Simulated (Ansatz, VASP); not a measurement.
**TiAl in VASP and in Ansatz**

```
Ti Al
1.0
     3.05190    0.00000    0.00000
     0.00000    3.05190    0.00000
     0.00000    0.00000    3.43339
Ti Al
1 1
Direct
  0.00000 0.00000 0.00000
  0.50000 0.50000 0.50000
```

Change from the starting cell: strain -0.040 along x and y, +0.080 along z, atoms carried along.

Alike in both runs: task single point; functional LDA; k mesh 16 × 16 × 16; occupations gaussian, width 0.15 eV; no spin polarisation.

```csv
,VASP,Ansatz
version,VASP 6.6.1,Ansatz 0.2.0
potentials or method,"VASP PAW LDA potentials, release 64 (Ti_sv, Al), cutoff 520 eV","scalar-relativistic, plane waves, PAW"
valence electrons in the cell,15,15
```

VASP gave:

| Quantity | Value |
| --- | --- |
| gap on the k mesh at the Fermi level (eV) | none |
| pressure (GPa) | -5.2 |
| traceless stress, the component that is largest in VASP (GPa) | 5.68 |

**Question.** Which values does Ansatz return?

**Answer.** gap on the k mesh at the Fermi level (eV): none; pressure (GPa): -5.3; traceless stress, the component that is largest in VASP (GPa): 5.68.

LDA's correlation is that of Perdew and Zunger in VASP and of Perdew and Wang (1992) in Ansatz. A gap of «none» marks a metal or a gap that the smearing closes.
